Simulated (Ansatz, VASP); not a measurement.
One calculation of Sn, two programs

```
CELL_PARAMETERS angstrom
-0.03246 3.22937 3.22937
3.22937 -0.03246 3.22937
3.22937 3.22937 -0.03246
ATOMIC_POSITIONS crystal
Sn 0.50000 0.50000 0.50000
Sn 0.75000 0.75000 0.75000
```

Change from the starting cell: equal xy, yz and zx shear strains of -1 %, PAW files.

Alike in both runs: task electric field gradients; functional PBEsol; k mesh 11 × 11 × 11; occupations fermi-dirac, width 0.05 eV; no spin polarisation.

```csv
,VASP,Ansatz
version,VASP 6.6.1,Ansatz 0.2.0
potentials or method,"VASP PAW PBE potentials, release 64 (Sn_d)","PAW with Ansatz's default frozen-core files, scalar-relativistic"
plane-wave cutoff (eV),520,420
valence electrons in the cell,28,28
```

```csv
,VASP,Ansatz,Ansatz less VASP
pressure (GPa),0.9,1.0,+0.07
"traceless stress, the component that is largest in VASP (GPa)",0.53,0.53,+0.001
rms of the force components (eV/Å),0.096,0.097,+0.0002
size of Vzz on the site where it differs most (V/Å²),15.0,14.4,-0.52
```

VASP's potentials were made for PBE, not for PBEsol. Atom by atom the forces differ by 0.000 eV/Å (rms over components).
